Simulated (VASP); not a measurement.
# HfO2 (fluorite type): single point with PBEsol

Crystal: HfO2 (fluorite type).

```
Hf O
1.0
     0.00000    2.41657    2.41657
     2.41657    0.00000    2.41657
     2.41657    2.41657    0.00000
Hf O
1 2
Direct
  0.00000 0.00000 0.00000
  0.25000 0.25000 0.25000
  0.75000 0.75000 0.75000
```

```
Program                : VASP 6.6.1
Task                   : single point
Functional             : PBEsol
Potentials or basis    : VASP PAW PBE potentials, release 64 (Hf_pv, O)
Cutoff                 : 520 eV
k mesh                 : 11 × 11 × 11
Occupations            : fermi-dirac, width 0.1 eV
Spin                   : no spin polarisation
Dipole correction      : no
Further INCAR settings : ALGO = Normal; EDIFF = 1e-07; NBANDS = 18
```

```json
{
  "Pressure": "39.5 GPa",
  "Band gap on the k mesh": "4.11 eV (least direct gap 4.23 eV)"
}
```

Levels at points of the mesh, in eV from the valence-band top:
```csv
k point,band 8,band 9,band 10,band 11,band 12,band 13,band 14,band 15
"(0.00, 0.00, 0.00)",-6.32,-0.65,-0.65,-0.65,4.11,4.11,6.83,12.38
```

Wall time 32 s on 1 thread of Intel(R) Xeon(R) Platinum 8488C (Sapphire Rapids) (shared host), peak memory 0.17 GiB.

Caveat: the cell stands under pressure; the PAW data sets were made with another functional, which shifts forces and pressure a little; spin-orbit coupling is left out, which moves the levels of the heavy elements; an odd mesh through Γ misses points on the zone boundary, where band edges can lie.
